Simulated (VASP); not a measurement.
# CaSe: single point with r2SCAN

CaSe:

```
CELL_PARAMETERS angstrom
0.00000 3.27951 3.27951
3.27951 0.00000 3.27951
3.27951 3.27951 0.00000
ATOMIC_POSITIONS crystal
Ca 0.00000 0.00000 0.00000
Se 0.25000 0.25000 0.25000
```

* Program: VASP 6.6.1
* Task: single point
* Functional: r2SCAN
* Potentials or basis: VASP PAW PBE potentials, release 64 (Ca_sv, Se)
* Cutoff: 520 eV
* k mesh: 6 × 6 × 6
* Occupations: gaussian, width 0.05 eV
* Spin: no spin polarisation

- Pressure: 0.2 GPa
- Band gap on the k mesh: 3.69 eV, indirect (least direct gap 3.78 eV)

Levels at points of the mesh, in eV from the valence-band top:
| k point | band 4 | band 5 | band 6 | band 7 | band 8 | band 9 | band 10 | band 11 | band 12 | band 13 |
| --- | --- | --- | --- | --- | --- | --- | --- | --- | --- | --- |
| (0.00, 0.00, 0.00) | -20.72 | -10.72 | -0.09 | -0.09 | -0.09 | 3.69 | 5.95 | 5.95 | 7.99 | 7.99 |
| (0.50, 0.00, 0.00) | -20.73 | -10.45 | -1.22 | -0.01 | -0.01 | 5.62 | 6.07 | 6.07 | 6.40 | 6.94 |
| (0.50, 0.50, 0.00) | -20.74 | -10.36 | -1.24 | -0.05 | -0.05 | 3.90 | 5.56 | 6.70 | 6.70 | 6.78 |

Run time: 100 s on 1 thread of Intel(R) Xeon(R) Platinum 8124M CPU @ 3.00GHz (Skylake/Cascade Lake), on a shared host, peak memory 0.22 GiB.

Caveat: the PAW data sets were made with another functional, which shifts forces and pressure a little. r2SCAN opens gaps a little over a GGA but as a rule still falls short of measured ones.
